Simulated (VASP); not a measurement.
# Lu (Im-3m) in VASP: single point with LDA

Aim: the single point of Lu with LDA.

Program: VASP 6.6.1. These are calculated values, not measurements. Logs are shortened: lines on timing, memory, paths and dates and some standing lists are left out, and cuts for length are marked.

### Step 1. The cell of the first run

Symmetry: Im-3m, No. 229, cubic system. Conventional cell: a = 3.588 Å, b = 3.588 Å, c = 3.588 Å, α = 90.00°, β = 90.00°, γ = 90.00°. Within 4.1 Å of Lu (site symmetry m-3m) lie 14 Lu at 3.11 to 3.59 Å.

This isn't the form of Lu at room conditions, which is hcp.

### Step 2. Single point, LDA

Input file INCAR:

```
SYSTEM = Lu
PREC = Accurate ; ENCUT = 520
EDIFF = 1E-6 ; ISMEAR = -1
SIGMA = 0.1 ; LREAL = .FALSE.
LASPH = .TRUE. ; NELM = 100
ALGO = Normal ; ISIF = 2
LWAVE = .FALSE. ; LCHARG = .TRUE.
GGA = CA ; LELF = .TRUE.
LVHAR = .TRUE. ; NBANDS = 18
ISYM = 0
```

Input file KPOINTS:

```
regular mesh
0
G
  14 14 14
  0 0 0
```

Input file POSCAR:

```
Lu
1.0
   -1.7938805748      1.7938805748      1.7938805748
    1.7938805748     -1.7938805748      1.7938805748
    1.7938805748      1.7938805748     -1.7938805748
Lu
1
Direct
    0.0000000000      0.0000000000      0.0000000000
```

Potentials or basis: VASP PAW PBE potentials, release 64 (Lu).

Launch:

```
cat potpaw_PBE.64/Lu/POTCAR > POTCAR
mpirun -np 1 vasp_std > vasp.out
```

OUTCAR:

```text
SYSTEM = Lu
   PREC = Accurate
   ENCUT = 520
   EDIFF = 1E-6
   ISMEAR = -1
   LREAL = .FALSE.
   LASPH = .TRUE.
   NELM = 100
   ISIF = 2
   GGA = CA
   ISYM = 0

 ion  position               nearest neighbor table
   1  0.000  0.000  0.000-

IMPORTANT INFORMATION: All symmetrisations will be switched off!
NOSYMM: (Re-)initialisation of all symmetry stuff for point group C_1.

----------------------------------------------------------------------------------------

                                     Primitive cell

  volume of cell :      23.0909

  direct lattice vectors                    reciprocal lattice vectors
    -1.793880575  1.793880575  1.793880575     0.000000000  0.278725355  0.278725355
     1.793880575 -1.793880575  1.793880575     0.278725355  0.000000000  0.278725355
     1.793880575  1.793880575 -1.793880575     0.278725355  0.278725355  0.000000000

  length of vectors
     3.107092298  3.107092298  3.107092298     0.394177177  0.394177177  0.394177177

  position of ions in fractional coordinates (direct lattice)
     0.000000000  0.000000000  0.000000000

  ion indices of the primitive-cell ions
   primitive index   ion index
                 1           1

----------------------------------------------------------------------------------------

 KPOINTS: regular mesh

Automatic generation of k-mesh.
 Grid dimensions read from file:
 generate k-points for:   14   14   14

 Generating k-lattice:

  Cartesian coordinates                     Fractional coordinates (reciprocal lattice)
     0.000000000  0.019908954  0.019908954     0.071428571  0.000000000  0.000000000
     0.019908954  0.000000000  0.019908954     0.000000000  0.071428571  0.000000000
     0.019908954  0.019908954  0.000000000     0.000000000  0.000000000  0.071428571

  Length of vectors
     0.028155513  0.028155513  0.028155513

  Shift w.r.t. Gamma in fractional coordinates (k-lattice)
     0.000000000  0.000000000  0.000000000

 Subroutine IBZKPT returns following result:
 ===========================================

 Found   1376 irreducible k-points:

 Following reciprocal coordinates:
            Coordinates               Weight
  0.000000  0.000000  0.000000      1.000000
  0.071429  0.000000  0.000000      2.000000
  0.000000  0.071429  0.000000      2.000000
  0.000000  0.000000  0.071429      2.000000
  0.071429  0.000000 -0.071429      2.000000
  0.071429 -0.071429  0.000000      2.000000
[... 16 lines left out ...]
  0.285714  0.000000 -0.285714      2.000000
  0.285714 -0.285714  0.000000      2.000000
 [... further k-points ...]
   k-points           NKPTS =   1376   k-points in BZ     NKDIM =   1376   number of bands    NBANDS=     18
   number of dos      NEDOS =    301   number of ions     NIONS =      1
   total plane-waves  NPLWV =  13824
   dimension x,y,z NGX =    24 NGY =   24 NGZ =   24
   dimension x,y,z NGXF=    48 NGYF=   48 NGZF=   48
   ions per type =               1
   NGX,Y,Z   is equivalent  to a cutoff of  12.84, 12.84, 12.84 a.u.
   NGXF,Y,Z  is equivalent  to a cutoff of  25.68, 25.68, 25.68 a.u.
 SYSTEM =  Lu
   PREC   = accura    normal or accurate (medium, high low for compatibility)
   ISTART =      0    job   : 0-new  1-cont  2-samecut
   ICHARG =      2    charge: 1-file 2-atom 10-const
   ISPIN  =      1    spin polarized calculation?
   LNONCOLLINEAR =      F non collinear calculations
   LSORBIT =      F    spin-orbit coupling
   LASPH  =      T    aspherical Exc in radial PAW
   ENCUT  =  520.0 eV  38.22 Ry    6.18 a.u.   5.78  5.78  5.78*2*pi/ulx,y,z
   NELM   =    100;   NELMIN=  2; NELMDL= -5     # of ELM steps
   EDIFF  = 0.1E-05   stopping-criterion for ELM
   LREAL  =      F    real-space projection
   EDIFFG = 0.1E-04   stopping-criterion for IOM
   NSW    =      0    number of steps for IOM
   IBRION =     -1    ionic relax: 0-MD 1-quasi-New 2-CG
   NFREE  =      0    steps in history (QN), initial steepest desc. (CG)
   ISIF   =      2    stress and relaxation
   ISYM   =      0    0-nonsym 1-usesym 2-fastsym
   POTIM  = 0.5000    time-step for ionic-motion
   TEBEG  =    0.0;   TEEND  =   0.0 temperature during run
   PSTRESS=    0.0 pullay stress
   NELECT =      25.0000    total number of electrons
   NUPDOWN=      -1.0000    fix difference up-down
   EMIN   =  10.00;   EMAX   =-10.00  energy-range for DOS
   EFERMI =   0.00;   METHOD = LEGACY
   ISMEAR =    -1;   SIGMA  =   0.10  broadening in eV -4-tet -1-fermi 0-gaus
   EFERMI_NEDOS =   21; number of points for ismear=-14 and -15
   IALGO  =     38    algorithm
   IMIX   =      4    mixing-type and parameters
     AMIX     =   0.40;   BMIX     =  1.00
     AMIX_MAG =   1.60;   BMIX_MAG =  1.00
  volume/ion in A,a.u.               =      23.09       155.82
  Fermi-wavevector in a.u.,A,eV,Ry     =   1.681027  3.176680 38.448039  2.825851
  Thomas-Fermi vector in A             =   2.764657
   LORBIT       =      0    0 simple, 1 ext, 2 COOP (PROOUT), +10 PAW based schemes
   GGA     = CA    functional components
   LHFCALC =     F    Hartree Fock is set to
   AEXX    =    0.0000 exact exchange contribution
   IVDW    =     0    specifies the selected vdW correction
   LEPSILON=     F    determine dielectric tensor
   LRPA    =     F    only Hartree local field effects (RPA)
 non-spin polarized calculation
  energy-cutoff  :      520.00
  volume of cell :       23.09
 maximum number of plane-waves:       642
   NGX = 11   NGY = 11   NGZ = 11

 number of electron      25.0000004 magnetization

 Free energy of the ion-electron system (eV)
  ---------------------------------------------------
  ext. energy  EPLUGINS =         0.00000000
  ---------------------------------------------------
  free energy    TOTEN  =        -4.98758605 eV

  energy without entropy =       -4.92721434  energy(sigma->0) =       -4.95740019

 E-fermi :   3.0244     XC(G=0): -12.1924

 val. band max:        3.0167242428   @ k =  -0.0714   0.5000  -0.3571
 cond. band min:       3.0373336698   @ k =  -0.2143   0.5000  -0.4286
 fundamental gap:      0.0206094270
 Fermi energy:         3.0244378097

 k-point     1 :       0.0000    0.0000    0.0000
  band No.  band energies     occupation
      1     -52.6276      2.00000
      2     -23.0046      2.00000
      3     -23.0046      2.00000
      4     -23.0046      2.00000
      5      -3.6452      2.00000
      6      -1.8820      2.00000
[... 10 lines left out ...]
     17       8.1230      0.00000
     18      16.0814      0.00000

 k-point     2 :       0.0714    0.0000    0.0000
  band No.  band energies     occupation
      1     -52.6230      2.00000
      2     -23.0632      2.00000
      3     -23.0221      2.00000
      4     -23.0051      2.00000
      5      -3.4475      2.00000
      6      -1.8797      2.00000
[... 10 lines left out ...]
     17       8.1197      0.00000
     18      16.2866      0.00000

 k-point     3 :       0.0000    0.0714    0.0000
  band No.  band energies     occupation
      1     -52.6230      2.00000
      2     -23.0632      2.00000
      3     -23.0221      2.00000
      4     -23.0051      2.00000
      5      -3.4475      2.00000
      6      -1.8797      2.00000
[... 10 lines left out ...]
     17       8.1197      0.00000
     18      16.3141      0.00000

 k-point     4 :       0.0000    0.0000    0.0714
  band No.  band energies     occupation
      1     -52.6230      2.00000
      2     -23.0632      2.00000
      3     -23.0221      2.00000
      4     -23.0051      2.00000
      5      -3.4475      2.00000
      6      -1.8797      2.00000
[... 10 lines left out ...]
     17       8.1197      0.00000
     18      16.2860      0.00000

 k-point     5 :       0.0714    0.0000   -0.0714
  band No.  band energies     occupation
      1     -52.6230      2.00000
      2     -23.0632      2.00000
      3     -23.0221      2.00000
      4     -23.0051      2.00000
      5      -3.4475      2.00000
      6      -1.8797      2.00000
[... 10 lines left out ...]
     17       8.1197      0.00000
     18      16.2867      0.00000

 k-point     6 :       0.0714   -0.0714    0.0000
  band No.  band energies     occupation
      1     -52.6230      2.00000
      2     -23.0632      2.00000
      3     -23.0221      2.00000
      4     -23.0051      2.00000
      5      -3.4475      2.00000
      6      -1.8797      2.00000
[... 10 lines left out ...]
     17       8.1197      0.00000
     18      16.2883      0.00000

 k-point     7 :       0.0000    0.0714   -0.0714
  band No.  band energies     occupation
      1     -52.6230      2.00000
      2     -23.0632      2.00000
      3     -23.0221      2.00000
      4     -23.0051      2.00000
      5      -3.4475      2.00000
      6      -1.8797      2.00000
[... 10 lines left out ...]
     17       8.1197      0.00000
     18      16.2857      0.00000

 k-point     8 :       0.1429    0.0000    0.0000
  band No.  band energies     occupation
      1     -52.6098      2.00000
      2     -23.2241      2.00000
      3     -23.0706      2.00000
      4     -23.0063      2.00000
      5      -2.8859      2.00000
      6      -1.8738      2.00000
[... 10 lines left out ...]
     17       8.1338      0.00000
     18      16.7508      0.00000
[... 229 lines left out ...]
     17       8.2162      0.00000
     18      16.8487      0.00000

 k-point    20 :       0.2857    0.0000    0.0000
  band No.  band energies     occupation
      1     -52.5696      2.00000
      2     -23.6869      2.00000
      3     -23.2158      2.00000
      4     -23.0104      2.00000
      5      -1.8634      2.00000
      6      -1.8270      2.00000
[... 10 lines left out ...]
     17       8.4063      0.00000
     18      15.9647      0.00000

 k-point    21 :       0.0000    0.2857    0.0000
  band No.  band energies     occupation
      1     -52.5696      2.00000
      2     -23.6869      2.00000
      3     -23.2158      2.00000
      4     -23.0104      2.00000
      5      -1.8634      2.00000
      6      -1.8270      2.00000
[... 10 lines left out ...]
     17       8.4063      0.00000
     18      15.9647      0.00000

 k-point    22 :       0.0000    0.0000    0.2857
  band No.  band energies     occupation
      1     -52.5696      2.00000
      2     -23.6869      2.00000
      3     -23.2158      2.00000
      4     -23.0104      2.00000
      5      -1.8634      2.00000
      6      -1.8270      2.00000
[... 10 lines left out ...]
     17       8.4063      0.00000
     18      15.9647      0.00000

 k-point    23 :       0.2857    0.0000   -0.2857
  band No.  band energies     occupation
      1     -52.5696      2.00000
      2     -23.6869      2.00000
      3     -23.2158      2.00000
      4     -23.0104      2.00000
      5      -1.8634      2.00000
      6      -1.8270      2.00000
[... 10 lines left out ...]
     17       8.4063      0.00000
     18      15.9647      0.00000

 k-point    24 :       0.2857   -0.2857    0.0000
  band No.  band energies     occupation
      1     -52.5696      2.00000
      2     -23.6869      2.00000
      3     -23.2158      2.00000
      4     -23.0104      2.00000
      5      -1.8634      2.00000
      6      -1.8270      2.00000
[... 10 lines left out ...]
     17       8.4063      0.00000
     18      15.9647      0.00000

 [... further k-points ...]
[... 5 lines left out ...]
  --------------------------------------------------------------------------------------
  -------------------------------------------------------------------------------------
  Total        1.1668593      1.1668578      1.1668562     -0.0000017      0.0000065      0.0000013
  in kB       80.9633550     80.9632541     80.9631387     -0.0001146      0.0004541      0.0000891
  external PRESSURE =      80.9632493 kB  Pullay stress =       0.0000000 kB

 VOLUME and BASIS-vectors are now :
 -----------------------------------------------------------------------------
  energy-cutoff  :      520.00
  volume of cell :       23.09
      direct lattice vectors                 reciprocal lattice vectors
    -1.793880575  1.793880575  1.793880575     0.000000000  0.278725355  0.278725355
     1.793880575 -1.793880575  1.793880575     0.278725355  0.000000000  0.278725355
     1.793880575  1.793880575 -1.793880575     0.278725355  0.278725355  0.000000000

 POSITION                                       TOTAL-FORCE (eV/Angst)
 -----------------------------------------------------------------------------------
      0.00000      0.00000      0.00000        -0.000002      0.000000      0.000007
 -----------------------------------------------------------------------------------
    total drift:                               -0.000002      0.000000      0.000007

  FREE ENERGIE OF THE ION-ELECTRON SYSTEM (eV)
  ---------------------------------------------------
  free  energy   TOTEN  =        -4.9875860476 eV

  energy  without entropy=       -4.9272143375  energy(sigma->0) =       -4.95740019
```

Run time: 9.4 min. Hardware: 1 thread of Oxide Virtual Turin-like, shared host; peak memory 0.6 GiB.

Results:

```
Free energy            : -4.9876 eV
Pressure               : 8.1 GPa
Band gap on the k mesh : zero (an odd number of electrons rules out a gap without spin polarisation)
```

Caveat: the cell stands under pressure; the PAW data sets were made with another functional, which shifts forces and pressure a little; spin-orbit coupling is left out, which moves the levels of the heavy elements.

The gap in the log of VASP goes by the Fermi energy; the results here count the filled bands.